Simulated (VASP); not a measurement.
# AlN in VASP: further runs

The runs below take AlN through single point, with PBE.

Everything below comes from runs of VASP 6.6.1. Logs are shortened: lines on timing, memory, paths and dates and some standing lists are left out, and cuts for length are marked.

## 1. The cell of the first run

Symmetry: P6_3mc, No. 186, hexagonal system. Conventional cell: a = 3.190 Å, b = 3.190 Å, c = 5.179 Å, α = 90.00°, β = 90.00°, γ = 120.00°. Within 2.2 Å of Al (site symmetry 3m) lie 4 N at 1.68 to 2.05 Å. N (site symmetry 3m) has 4 Al at 1.68 to 2.05 Å within 2.2 Å.

## 2. Single point, PBE (strained and its atoms moved)

Contents of INCAR:

```
PREC = Accurate ; ENCUT = 520
EDIFF = 1E-6 ; ISMEAR = 0
SIGMA = 0.02 ; LREAL = False
LASPH = True ; NELM = 60
ALGO = Normal ; ISIF = 2
LWAVE = False ; LCHARG = False
GGA = PE ; NBANDS = 16
```

Contents of KPOINTS:

```
regular mesh
0
Gamma
  9 9 6
```

Contents of POSCAR:

```
AlN
1.0
    3.1900527163      0.0000000000      0.0000000000
   -1.5950263581      2.7626666917      0.0000000000
    0.0000000000      0.0000000000      5.1791609800
Al N
2 2
Direct
    0.3333333333      0.6666666667      0.0301325834
    0.6666666667      0.3333333333      0.5301325834
    0.3333333333      0.6666666667      0.3548674166
    0.6666666667      0.3333333333      0.8548674166
```

Potentials or basis: VASP PAW PBE potentials, release 64 (Al, N).

On the command line:

```bash
$ cat potpaw_PBE.64/Al/POTCAR potpaw_PBE.64/N/POTCAR > POTCAR
$ mpirun -np 1 vasp_std > vasp.out
```

OUTCAR:

```text
PREC = Accurate
   ENCUT = 520
   EDIFF = 1E-6
   ISMEAR = 0
   LREAL = False
   LASPH = True
   NELM = 60
   ISIF = 2
   GGA = PE

 ion  position               nearest neighbor table
   1  0.333  0.667  0.030-   3 1.68   4 2.05   4 2.05   4 2.05   2 3.18   2 3.18   2 3.18   2 3.18
                             2 3.18   2 3.18
   2  0.667  0.333  0.530-   4 1.68   3 2.05   3 2.05   3 2.05   1 3.18   1 3.18   1 3.18   1 3.18
                             1 3.18   1 3.18
   3  0.333  0.667  0.355-   1 1.68   2 2.05   2 2.05   2 2.05
   4  0.667  0.333  0.855-   2 1.68   1 2.05   1 2.05   1 2.05

  LATTYP: Found a hexagonal cell.
 ALAT       =     3.1900527163
 C/A-ratio  =     1.6235346060

  Lattice vectors:

 A1 = (   3.1900527163,   0.0000000000,   0.0000000000)
 A2 = (  -1.5950263581,   2.7626666917,   0.0000000000)
 A3 = (   0.0000000000,   0.0000000000,   5.1791609800)

Analysis of symmetry for initial positions (statically):
=====================================================================
 Subroutine PRICEL returns:
 Original cell was already a primitive cell.

 Routine SETGRP: Setting up the symmetry group for a
 hexagonal supercell.

 Subroutine GETGRP returns: Found 12 space group operations
 (whereof  6 operations were pure point group operations)
 out of a pool of 24 trial point group operations.

The static configuration has the point symmetry C_3v.
 The point group associated with its full space group is C_6v.

Analysis of symmetry for dynamics (positions and initial velocities):
=====================================================================
 Subroutine PRICEL returns:
 Original cell was already a primitive cell.

 Routine SETGRP: Setting up the symmetry group for a
 hexagonal supercell.

 Subroutine GETGRP returns: Found 12 space group operations
 (whereof  6 operations were pure point group operations)
 out of a pool of 24 trial point group operations.

The dynamic configuration has the point symmetry C_3v.
 The point group associated with its full space group is C_6v.

 Subroutine INISYM returns: Found 12 space group operations
 (whereof  6 operations are pure point group operations),
 and found     1 'primitive' translations

----------------------------------------------------------------------------------------

[... 91 lines left out ...]
   LNONCOLLINEAR =      F non collinear calculations
   LSORBIT =      F    spin-orbit coupling
   LASPH  =      T    aspherical Exc in radial PAW
   ENCUT  =  520.0 eV  38.22 Ry    6.18 a.u.   5.93  5.93  9.63*2*pi/ulx,y,z
   NELM   =     60;   NELMIN=  2; NELMDL= -5     # of ELM steps
   EDIFF  = 0.1E-05   stopping-criterion for ELM
   LREAL  =      F    real-space projection
   EDIFFG = 0.1E-04   stopping-criterion for IOM
   NSW    =      0    number of steps for IOM
   IBRION =     -1    ionic relax: 0-MD 1-quasi-New 2-CG
   NFREE  =      0    steps in history (QN), initial steepest desc. (CG)
   ISIF   =      2    stress and relaxation
   ISYM   =      2    0-nonsym 1-usesym 2-fastsym
   POTIM  = 0.5000    time-step for ionic-motion
   TEBEG  =    0.0;   TEEND  =   0.0 temperature during run
   PSTRESS=    0.0 pullay stress
   NELECT =      16.0000    total number of electrons
   NUPDOWN=      -1.0000    fix difference up-down
   EMIN   =  10.00;   EMAX   =-10.00  energy-range for DOS
   EFERMI =   0.00;   METHOD = LEGACY
   ISMEAR =     0;   SIGMA  =   0.02  broadening in eV -4-tet -1-fermi 0-gaus
   EFERMI_NEDOS =   21; number of points for ismear=-14 and -15
   IALGO  =     38    algorithm
   IMIX   =      4    mixing-type and parameters
     AMIX     =   0.40;   BMIX     =  1.00
     AMIX_MAG =   1.60;   BMIX_MAG =  1.00
  volume/ion in A,a.u.               =      11.41        77.01
  Fermi-wavevector in a.u.,A,eV,Ry     =   1.154302  2.181315 18.128591  1.332414
  Thomas-Fermi vector in A             =   2.290940
   LORBIT       =      0    0 simple, 1 ext, 2 COOP (PROOUT), +10 PAW based schemes
   GGA     = PE    functional components
   LHFCALC =     F    Hartree Fock is set to
   AEXX    =    0.0000 exact exchange contribution
   IVDW    =     0    specifies the selected vdW correction
   LEPSILON=     F    determine dielectric tensor
   LRPA    =     F    only Hartree local field effects (RPA)
 non-spin polarized calculation
 Gauss-broadening in eV      SIGMA  =   0.02
  energy-cutoff  :      520.00
  volume of cell :       45.64
 maximum number of plane-waves:      1260
 NGX is ok and might be reduce to    24
   NGX = 11   NGY = 11   NGZ = 19

 number of electron      16.0000004 magnetization

 Free energy of the ion-electron system (eV)
  ---------------------------------------------------
  ext. energy  EPLUGINS =         0.00000000
  ---------------------------------------------------
  free energy    TOTEN  =       -28.36705262 eV

  energy without entropy =      -28.36705262  energy(sigma->0) =      -28.36705262

 E-fermi :   5.5602     XC(G=0): -10.5235

 val. band max:        5.4611577105   @ k =   0.0000   0.0000   0.0000
 cond. band min:       8.5850362176   @ k =   0.0000   0.0000   0.0000
 fundamental gap:      3.1238785070
 Fermi energy:         5.5602296362

 k-point     1 :       0.0000    0.0000    0.0000
  band No.  band energies     occupation
      1      -9.3826      2.00000
      2      -7.5258      2.00000
      3      -0.6726      2.00000
      4       4.3607      2.00000
      5       4.8765      2.00000
      6       4.8765      2.00000
[... 433 lines left out ...]
      3       1.1894      2.00000
      4       1.3902      2.00000
      5       1.3902      2.00000
      6       3.1529      2.00000
[... 8 lines left out ...]
     15      18.7257      0.00000
     16      19.0809      0.00000

 [... further k-points ...]
[... 5 lines left out ...]
  --------------------------------------------------------------------------------------
  -------------------------------------------------------------------------------------
  Total       -4.3206288     -4.3206288      7.4761942     -0.0000000      0.0000000     -0.0000000
  in kB     -151.6602524   -151.6602524    262.4251140     -0.0000000      0.0000000     -0.0000000
  external PRESSURE =     -13.6317970 kB  Pullay stress =       0.0000000 kB

 VOLUME and BASIS-vectors are now :
 -----------------------------------------------------------------------------
  energy-cutoff  :      520.00
  volume of cell :       45.64
      direct lattice vectors                 reciprocal lattice vectors
     3.190052716  0.000000000  0.000000000     0.313474444  0.180984554  0.000000000
    -1.595026358  2.762666692  0.000000000     0.000000000  0.361969109  0.000000000
     0.000000000  0.000000000  5.179160980     0.000000000  0.000000000  0.193081467

 POSITION                                       TOTAL-FORCE (eV/Angst)
 -----------------------------------------------------------------------------------
     -0.00000      1.84178      0.15606        -0.000000     -0.000000     -5.751797
      1.59503      0.92089      2.74564         0.000000      0.000000     -5.751797
     -0.00000      1.84178      1.83792        -0.000000      0.000000      5.751797
      1.59503      0.92089      4.42750         0.000000     -0.000000      5.751797
 -----------------------------------------------------------------------------------
    total drift:                                0.000000      0.000000     -0.000448

  FREE ENERGIE OF THE ION-ELECTRON SYSTEM (eV)
  ---------------------------------------------------
  free  energy   TOTEN  =       -28.3670526201 eV

  energy  without entropy=      -28.3670526201  energy(sigma->0) =      -28.36705262
```

It took 9.8 s on 1 thread of Intel Xeon 6975P-C (Granite Rapids), shared host; peak memory 0.16 GiB.

What came out:

| Property | Result |
| --- | --- |
| Free energy | -28.3671 eV |
| Pressure | -1.4 GPa |
| Largest force | 5.752 eV/Å |
| Band gap on the k mesh | 3.12 eV, direct |

Forces in eV/Å, atoms in the order of the input:
```
Al   0.000  0.000 -5.752
Al   0.000  0.000 -5.752
N    0.000  0.000  5.752
N    0.000  0.000  5.752
```

Levels at points of the mesh, in eV from the valence-band top:
| k point | band 4 | band 5 | band 6 | band 7 | band 8 | band 9 | band 10 | band 11 | band 12 | band 13 |
| --- | --- | --- | --- | --- | --- | --- | --- | --- | --- | --- |
| (0.00, 0.00, 0.00) | -1.10 | -0.58 | -0.58 | 0.00 | 0.00 | 3.12 | 5.84 | 8.80 | 10.66 | 10.66 |
| (0.00, 0.00, 0.50) | -3.87 | -0.30 | -0.30 | -0.30 | -0.30 | 5.20 | 5.20 | 9.35 | 9.35 | 10.91 |

Caveat: the cell differs from its parent crystal (strained and its atoms moved); forces of over 1 eV/Å act on the atoms, so gaps and moduli don't describe the material at rest. A k mesh can miss the band edges.

## 3. Single point, PBE (strained)

Contents of INCAR:

```
SYSTEM = AlN
PREC = Accurate ; ENCUT = 520
EDIFF = 1E-7 ; ISMEAR = 0
SIGMA = 0.02 ; LREAL = .False.
LASPH = .True. ; NELM = 100
ALGO = Normal ; ISIF = 2
LWAVE = .False. ; LCHARG = .False.
GGA = PE ; NBANDS = 16
```

Contents of KPOINTS:

```
regular mesh
0
Gamma
  9 9 6
  0 0 0
```

Contents of POSCAR:

```
AlN
1.0
    3.2772229966      0.0000000000      0.0000000000
   -1.6386114983      2.8381583689      0.0000000000
    0.0000000000      0.0000000000      4.9452945400
Al N
2 2
Direct
    0.3333333333      0.6666666667      0.0301325834
    0.6666666667      0.3333333333      0.5301325834
    0.3333333333      0.6666666667      0.3548674166
    0.6666666667      0.3333333333      0.8548674166
```

Potentials or basis: VASP PAW PBE potentials, release 64 (Al, N).

On the command line:

```bash
$ cat potpaw_PBE.64/Al/POTCAR potpaw_PBE.64/N/POTCAR > POTCAR
$ mpirun -np 1 vasp_std > vasp.out
```

It took 10 s on 1 thread of Intel Xeon 6975P-C (Granite Rapids), shared host; peak memory 0.17 GiB.

The run converged. Its results:

```yaml
Free_energy: -27.4638 eV
Pressure: 7.5 GPa
Largest_force: 8.459 eV/Å
Band_gap_on_the_k_mesh: 3.35 eV, direct
```

Forces on the atoms (eV/Å):
```
Al   0.000  0.000 -8.459
Al   0.000  0.000 -8.459
N    0.000  0.000  8.459
N    0.000  0.000  8.459
```

Stress tensor (GPa, compression positive):
```
-22.40   0.00   0.00
  0.00 -22.40   0.00
  0.00   0.00  67.21
```

Levels at points of the mesh, in eV from the valence-band top:
| k point | band 4 | band 5 | band 6 | band 7 | band 8 | band 9 | band 10 | band 11 | band 12 | band 13 |
| --- | --- | --- | --- | --- | --- | --- | --- | --- | --- | --- |
| (0.00, 0.00, 0.00) | -0.76 | -0.76 | -0.69 | 0.00 | 0.00 | 3.35 | 5.39 | 9.33 | 10.24 | 10.24 |
| (0.00, 0.00, 0.50) | -3.30 | -0.39 | -0.39 | -0.39 | -0.39 | 5.17 | 5.17 | 9.89 | 9.89 | 10.49 |

Caveat: the cell differs from its parent crystal (strained); forces of over 1 eV/Å act on the atoms, so gaps and moduli don't describe the material at rest.

## 4. Single point, PBE (one atom moved)

Contents of INCAR:

```
ALGO = Normal ; EDIFF = 1E-7
ENCUT = 520 ; GGA = PE
ISIF = 2 ; ISMEAR = 0
LASPH = True ; LCHARG = False
LREAL = False ; LWAVE = False
NBANDS = 16 ; NELM = 100
PREC = Accurate ; SIGMA = 0.02
```

Contents of KPOINTS:

```
k-points
0
Gamma
  9 9 6
```

Contents of POSCAR:

```
AlN
1.0
    3.1110021516      0.0000000000      0.0000000000
   -1.5555010758      2.6942068945      0.0000000000
    0.0000000000      0.0000000000      4.9780000000
Al N
2 2
Direct
    0.3416845850      0.6833691702      0.0000000000
    0.6666666667      0.3333333333      0.5000000000
    0.3333333333      0.6666666667      0.3850000000
    0.6666666667      0.3333333333      0.8850000000
```

On the command line:

```bash
$ cat potpaw_PBE.64/Al/POTCAR potpaw_PBE.64/N/POTCAR > POTCAR
$ mpirun -np 1 vasp_std > vasp.out
```

Run time: 26 s. Hardware: 1 thread of Intel Xeon 6975P-C (Granite Rapids), shared host; peak memory 0.21 GiB.

It converged, with:

| Quantity | Value |
| --- | --- |
| Free energy | -29.7506 eV |
| Pressure | 3.9 GPa |
| Largest force | 0.820 eV/Å |
| Band gap on the k mesh | 4.16 eV, direct |

Forces on the atoms (eV/Å):
```
Al   0.000 -0.792  0.214
Al   0.000  0.032  0.184
N    0.000  0.068 -0.186
N    0.000  0.692 -0.212
```

Stress tensor (GPa, compression positive):
```
 2.85  0.00  0.00
 0.00  6.32 -1.04
 0.00 -1.04  2.63
```

Levels at points of the mesh, in eV from the valence-band top:
```csv
k point,band 4,band 5,band 6,band 7,band 8,band 9,band 10,band 11,band 12,band 13
"(0.00, 0.00, 0.00)",-1.00,-0.91,-0.35,-0.25,0.00,4.16,6.61,10.60,11.05,11.13
"(0.00, 0.00, 0.50)",-3.36,-0.73,-0.63,-0.63,-0.54,6.43,6.44,10.27,10.28,11.34
```

Caveat: the cell differs from its parent crystal (one atom moved).

[end of part 1 of 2]
